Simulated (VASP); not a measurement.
# VH2 (Fm-3m) in VASP: a series of runs

VH2 is run at these levels: PBEsol; tasks: single point.

Everything below comes from runs of VASP 6.6.1. Logs are shortened: lines on timing, memory, paths and dates and some standing lists are left out, and cuts for length are marked.

## (1) The cell of the first run

The structure is cubic, space group Fm-3m (No. 225). Conventional cell: a = 4.141 Å, b = 4.141 Å, c = 4.141 Å, α = 90.00°, β = 90.00°, γ = 90.00°. Within 2.4 Å of V (site symmetry m-3m) lie 8 H at 1.79 Å. H (site symmetry -43m) has 4 V at 1.79 Å and 6 H at 2.07 Å within 2.4 Å.

## (2) Single point, PBEsol (5.92 Å³/atom)

The input, INCAR:

```
  ALGO = Normal
  EDIFF = 1E-6
  ENCUT = 520
  GGA = PS
  ISIF = 2
  ISMEAR = -1
  LASPH = True
  LCHARG = False
  LREAL = False
  LWAVE = False
  NBANDS = 14
  NELM = 60
  PREC = Accurate
  SIGMA = 0.15
```

The input, KPOINTS:

```
k-points
0
Gamma
  18 18 18
```

The input, POSCAR:

```
VH2
1.0
    0.0000000000      2.0703835426      2.0703835426
    2.0703835426      0.0000000000      2.0703835426
    2.0703835426      2.0703835426      0.0000000000
V H
1 2
Direct
    0.0000000000      0.0000000000      0.0000000000
    0.2500000000      0.2500000000      0.2500000000
    0.7500000000      0.7500000000      0.7500000000
```

Potentials or basis: VASP PAW PBE potentials, release 64 (V_sv, H).

Started as:

```
> cat potpaw_PBE.64/V_sv/POTCAR potpaw_PBE.64/H/POTCAR > POTCAR
> mpirun -np 1 vasp_std > vasp.out
```

OUTCAR:

```text
EDIFF = 1E-6
   ENCUT = 520
   GGA = PS
   ISIF = 2
   ISMEAR = -1
   LASPH = True
   LREAL = False
   NELM = 60
   PREC = Accurate

 ion  position               nearest neighbor table
   1  0.000  0.000  0.000-   3 1.79   3 1.79   3 1.79   2 1.79   3 1.79   2 1.79   2 1.79   2 1.79

   2  0.250  0.250  0.250-   1 1.79   1 1.79   1 1.79   1 1.79
   3  0.750  0.750  0.750-   1 1.79   1 1.79   1 1.79   1 1.79

  LATTYP: Found a face centered cubic cell.
 ALAT       =     4.1407670852

  Lattice vectors:

 A1 = (   0.0000000000,   2.0703835426,   2.0703835426)
 A2 = (   2.0703835426,   0.0000000000,   2.0703835426)
 A3 = (   2.0703835426,   2.0703835426,   0.0000000000)

Analysis of symmetry for initial positions (statically):
=====================================================================
 Subroutine PRICEL returns:
 Original cell was already a primitive cell.

 Routine SETGRP: Setting up the symmetry group for a
 face centered cubic supercell.

 Subroutine GETGRP returns: Found 48 space group operations
 (whereof 48 operations were pure point group operations)
 out of a pool of 48 trial point group operations.

The static configuration has the point symmetry O_h .

Analysis of symmetry for dynamics (positions and initial velocities):
=====================================================================
 Subroutine PRICEL returns:
 Original cell was already a primitive cell.

 Routine SETGRP: Setting up the symmetry group for a
 face centered cubic supercell.

 Subroutine GETGRP returns: Found 48 space group operations
 (whereof 48 operations were pure point group operations)
 out of a pool of 48 trial point group operations.

The dynamic configuration has the point symmetry O_h .

 Subroutine INISYM returns: Found 48 space group operations
 (whereof 48 operations are pure point group operations),
 and found     1 'primitive' translations

----------------------------------------------------------------------------------------

                                     Primitive cell

  volume of cell :      17.7493

  direct lattice vectors                    reciprocal lattice vectors
     0.000000000  2.070383543  2.070383543    -0.241501147  0.241501147  0.241501147
     2.070383543  0.000000000  2.070383543     0.241501147 -0.241501147  0.241501147
     2.070383543  2.070383543  0.000000000     0.241501147  0.241501147 -0.241501147

  length of vectors
     2.927964485  2.927964485  2.927964485     0.418292256  0.418292256  0.418292256

  position of ions in fractional coordinates (direct lattice)
     0.000000000  0.000000000  0.000000000
     0.250000000  0.250000000  0.250000000
     0.750000000  0.750000000  0.750000000

  ion indices of the primitive-cell ions
   primitive index   ion index
                 1           1
                 2           2
                 3           3

----------------------------------------------------------------------------------------

 KPOINTS: k-points

Automatic generation of k-mesh.
 Grid dimensions read from file:
 generate k-points for:   18   18   18

 Generating k-lattice:

  Cartesian coordinates                     Fractional coordinates (reciprocal lattice)
    -0.013416730  0.013416730  0.013416730     0.055555556  0.000000000  0.000000000
     0.013416730 -0.013416730  0.013416730     0.000000000  0.055555556  0.000000000
     0.013416730  0.013416730 -0.013416730     0.000000000  0.000000000  0.055555556

  Length of vectors
     0.023238459  0.023238459  0.023238459

  Shift w.r.t. Gamma in fractional coordinates (k-lattice)
     0.000000000  0.000000000  0.000000000

 Subroutine IBZKPT returns following result:
 ===========================================

 Found    195 irreducible k-points:

 Following reciprocal coordinates:
            Coordinates               Weight
  0.000000  0.000000  0.000000      1.000000
  0.055556  0.000000  0.000000      8.000000
  0.111111  0.000000  0.000000      8.000000
  0.166667  0.000000  0.000000      8.000000
  0.222222  0.000000  0.000000      8.000000
  0.277778  0.000000  0.000000      8.000000
[... 16 lines left out ...]
 -0.277778  0.055556  0.000000     24.000000
 -0.222222  0.055556  0.000000     24.000000
 [... further k-points ...]
   k-points           NKPTS =    195   k-points in BZ     NKDIM =    195   number of bands    NBANDS=     14
   number of dos      NEDOS =    301   number of ions     NIONS =      3
   total plane-waves  NPLWV =  13824
   dimension x,y,z NGX =    24 NGY =   24 NGZ =   24
   dimension x,y,z NGXF=    48 NGYF=   48 NGZF=   48
   ions per type =               1   2
   NGX,Y,Z   is equivalent  to a cutoff of  13.63, 13.63, 13.63 a.u.
   NGXF,Y,Z  is equivalent  to a cutoff of  27.25, 27.25, 27.25 a.u.
 SYSTEM =  unknown system
   PREC   = accura    normal or accurate (medium, high low for compatibility)
   ISTART =      0    job   : 0-new  1-cont  2-samecut
   ICHARG =      2    charge: 1-file 2-atom 10-const
   ISPIN  =      1    spin polarized calculation?
   LNONCOLLINEAR =      F non collinear calculations
   LSORBIT =      F    spin-orbit coupling
   LASPH  =      T    aspherical Exc in radial PAW
   ENCUT  =  520.0 eV  38.22 Ry    6.18 a.u.   5.44  5.44  5.44*2*pi/ulx,y,z
   NELM   =     60;   NELMIN=  2; NELMDL= -5     # of ELM steps
   EDIFF  = 0.1E-05   stopping-criterion for ELM
   LREAL  =      F    real-space projection
   EDIFFG = 0.1E-04   stopping-criterion for IOM
   NSW    =      0    number of steps for IOM
   IBRION =     -1    ionic relax: 0-MD 1-quasi-New 2-CG
   NFREE  =      0    steps in history (QN), initial steepest desc. (CG)
   ISIF   =      2    stress and relaxation
   ISYM   =      2    0-nonsym 1-usesym 2-fastsym
   POTIM  = 0.5000    time-step for ionic-motion
   TEBEG  =    0.0;   TEEND  =   0.0 temperature during run
   PSTRESS=    0.0 pullay stress
   NELECT =      15.0000    total number of electrons
   NUPDOWN=      -1.0000    fix difference up-down
   EMIN   =  10.00;   EMAX   =-10.00  energy-range for DOS
   EFERMI =   0.00;   METHOD = LEGACY
   ISMEAR =    -1;   SIGMA  =   0.15  broadening in eV -4-tet -1-fermi 0-gaus
   EFERMI_NEDOS =   21; number of points for ismear=-14 and -15
   IALGO  =     38    algorithm
   IMIX   =      4    mixing-type and parameters
     AMIX     =   0.40;   BMIX     =  1.00
     AMIX_MAG =   1.60;   BMIX_MAG =  1.00
  volume/ion in A,a.u.               =       5.92        39.93
  Fermi-wavevector in a.u.,A,eV,Ry     =   1.547787  2.924893 32.594711  2.395644
  Thomas-Fermi vector in A             =   2.652830
   LORBIT       =      0    0 simple, 1 ext, 2 COOP (PROOUT), +10 PAW based schemes
   GGA     = PS    functional components
   LHFCALC =     F    Hartree Fock is set to
   AEXX    =    0.0000 exact exchange contribution
   IVDW    =     0    specifies the selected vdW correction
   LEPSILON=     F    determine dielectric tensor
   LRPA    =     F    only Hartree local field effects (RPA)
 non-spin polarized calculation
  energy-cutoff  :      520.00
  volume of cell :       17.75
 maximum number of plane-waves:       531
 NGX is ok and might be reduce to    24
   NGX = 11   NGY = 11   NGZ = 11

 number of electron      15.0000002 magnetization

 Free energy of the ion-electron system (eV)
  ---------------------------------------------------
  ext. energy  EPLUGINS =         0.00000000
  ---------------------------------------------------
  free energy    TOTEN  =       -17.12931312 eV

  energy without entropy =      -17.02445231  energy(sigma->0) =      -17.07688271

 E-fermi :   8.9502     XC(G=0): -12.7577

 val. band max:        8.9428214823   @ k =   0.2778   0.2222   0.0000
 cond. band min:       8.9615803176   @ k =  -0.2778   0.2222   0.0000
 fundamental gap:      0.0187588352
 Fermi energy:         8.9502316918

 k-point     1 :       0.0000    0.0000    0.0000
  band No.  band energies     occupation
      1     -55.2746      2.00000
      2     -29.0333      2.00000
      3     -29.0333      2.00000
      4     -29.0333      2.00000
      5      -2.8955      2.00000
      6       7.9161      1.99797
      7       7.9161      1.99797
      8       7.9161      1.99797
      9       9.8252      0.00584
     10       9.8252      0.00584
     11      10.3398      0.00019
     12      25.5918      0.00000
     13      26.8455      0.00000
     14      26.8455      0.00000

 k-point     2 :       0.0556    0.0000    0.0000
  band No.  band energies     occupation
      1     -55.2724      2.00000
      2     -29.0477      2.00000
      3     -29.0350      2.00000
      4     -29.0350      2.00000
      5      -2.8072      2.00000
      6       7.4727      1.99989
      7       7.9513      1.99744
      8       7.9513      1.99744
      9       9.8042      0.00672
     10       9.8042      0.00672
     11      10.8400      0.00001
     12      24.4890      0.00000
     13      26.8262      0.00000
     14      26.8262      0.00000

 k-point     3 :       0.1111    0.0000    0.0000
  band No.  band energies     occupation
      1     -55.2661      2.00000
      2     -29.0891      2.00000
      3     -29.0401      2.00000
      4     -29.0401      2.00000
      5      -2.5475      2.00000
      6       6.6361      2.00000
      7       8.0455      1.99521
      8       8.0455      1.99521
      9       9.7547      0.00933
     10       9.7547      0.00933
     11      11.8233      0.00000
     12      22.9313      0.00000
     13      26.6656      0.00000
     14      26.7609      0.00000
[... 324 lines left out ...]
 k-point    23 :      -0.2778    0.0556    0.0000
  band No.  band energies     occupation
      1     -55.2266      2.00000
      2     -29.3345      2.00000
      3     -29.0860      2.00000
      4     -29.0670      2.00000
      5      -0.6905      2.00000
      6       4.1403      2.00000
      7       8.1849      1.98791
      8       8.3124      1.97194
      9       9.7741      0.00820
     10      10.2000      0.00048
     11      14.4916      0.00000
     12      18.5434      0.00000
     13      23.3347      0.00000
     14      24.8145      0.00000

 k-point    24 :      -0.2222    0.0556    0.0000
  band No.  band energies     occupation
      1     -55.2390      2.00000
      2     -29.2571      2.00000
      3     -29.0753      2.00000
      4     -29.0566      2.00000
      5      -1.3213      2.00000
      6       4.7126      2.00000
      7       8.2290      1.98381
      8       8.3299      1.96851
      9       9.5812      0.02937
     10       9.9924      0.00192
     11      14.0897      0.00000
     12      19.6463      0.00000
     13      23.9702      0.00000
     14      24.9972      0.00000

 [... further k-points ...]

------------------------ aborting loop because EDIFF is reached ----------------------------------------

  FORCE on cell =-STRESS in cart. coord.  units (eV):
  Direction    XX          YY          ZZ          XY          YZ          ZX
  --------------------------------------------------------------------------------------
  -------------------------------------------------------------------------------------
  Total        0.4484247      0.4484247      0.4484247      0.0000000      0.0000000      0.0000000
  in kB       40.4778734     40.4778734     40.4778734      0.0000000      0.0000000      0.0000000
  external PRESSURE =      40.4778734 kB  Pullay stress =       0.0000000 kB

 VOLUME and BASIS-vectors are now :
 -----------------------------------------------------------------------------
  energy-cutoff  :      520.00
  volume of cell :       17.75
      direct lattice vectors                 reciprocal lattice vectors
     0.000000000  2.070383543  2.070383543    -0.241501147  0.241501147  0.241501147
     2.070383543  0.000000000  2.070383543     0.241501147 -0.241501147  0.241501147
     2.070383543  2.070383543  0.000000000     0.241501147  0.241501147 -0.241501147

 POSITION                                       TOTAL-FORCE (eV/Angst)
 -----------------------------------------------------------------------------------
      0.00000      0.00000      0.00000         0.000000     -0.000000      0.000000
      1.03519      1.03519      1.03519         0.000000      0.000000     -0.000000
      3.10558      3.10558      3.10558        -0.000000     -0.000000     -0.000000
 -----------------------------------------------------------------------------------
    total drift:                               -0.000000      0.000000      0.000000

  FREE ENERGIE OF THE ION-ELECTRON SYSTEM (eV)
  ---------------------------------------------------
  free  energy   TOTEN  =       -17.1293131152 eV

  energy  without entropy=      -17.0244523099  energy(sigma->0) =      -17.07688271
```

It took 16 s on 1 thread of Intel Xeon 6975P-C (Granite Rapids), shared host; peak memory 0.18 GiB.

Results:

| Property | Result |
| --- | --- |
| Free energy | -17.1293 eV |
| Pressure | 4.0 GPa |
| Band gap on the k mesh | zero (an odd number of electrons rules out a gap without spin polarisation) |

Levels at points of the mesh, in eV from the Fermi level:
| k point | band 5 | band 6 | band 7 | band 8 | band 9 | band 10 | band 11 | band 12 |
| --- | --- | --- | --- | --- | --- | --- | --- | --- |
| (0.00, 0.00, 0.00) | -11.85 | -1.03 | -1.03 | -1.03 | 0.87 | 0.87 | 1.39 | 16.64 |
| (0.50, 0.00, 0.00) | -8.20 | -5.65 | -0.90 | -0.90 | 1.72 | 1.72 | 4.72 | 7.97 |
| (0.50, 0.50, 0.00) | -6.76 | -5.61 | -3.91 | 1.83 | 1.84 | 1.84 | 7.54 | 8.43 |

Caveat: the cell stands under pressure; the PAW data sets were made with another functional, which shifts forces and pressure a little; an odd number of electrons without spin polarisation forces a metal; a magnetic or distorted state may lie lower.

(Continued in part 2 of 2.)

The gap in the log of VASP goes by the Fermi energy; the results here count the filled bands.